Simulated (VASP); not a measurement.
Here is a VASP 6.6.1 calculation.

File INCAR:

```
SYSTEM = TiC
  PREC = Accurate
  ENCUT = 520
  EDIFF = 1E-6
  ISMEAR = -1
  SIGMA = 0.05
  LREAL = .FALSE.
  LASPH = .TRUE.
  NELM = 60
  ALGO = Normal
  ISIF = 2
  LWAVE = .FALSE.
  LCHARG = .FALSE.
  GGA = PS
  NBANDS = 15
```

Contents of KPOINTS:

```
Automatic mesh
0
G
  8 8 8
  0 0 0
```

The input POSCAR:

```
TiC
1.0
    0.0000000000      2.1657188437      2.1657188437
    2.1657188437      0.0000000000      2.1657188437
    2.1657188437      2.1657188437      0.0000000000
Ti C
1 1
Direct
    0.0000000000      0.0000000000      0.0000000000
    0.5000000000      0.5000000000      0.5000000000
```

Potentials or basis: VASP PAW PBE potentials, release 64 (Ti_sv, C).

Command:

```sh
$ cat potpaw_PBE.64/Ti_sv/POTCAR potpaw_PBE.64/C/POTCAR > POTCAR
$ mpirun -np 1 vasp_std > vasp.out
```

Question: What does it give for the pressure?

Answer: -6.5 GPa.

Question: Predict the band gap on the k mesh.

Answer: Zero (band 8 reaches 9.96 eV, above the bottom of band 9 at 8.90 eV).

Caveat: the PAW data sets were made with another functional, which shifts forces and pressure a little.
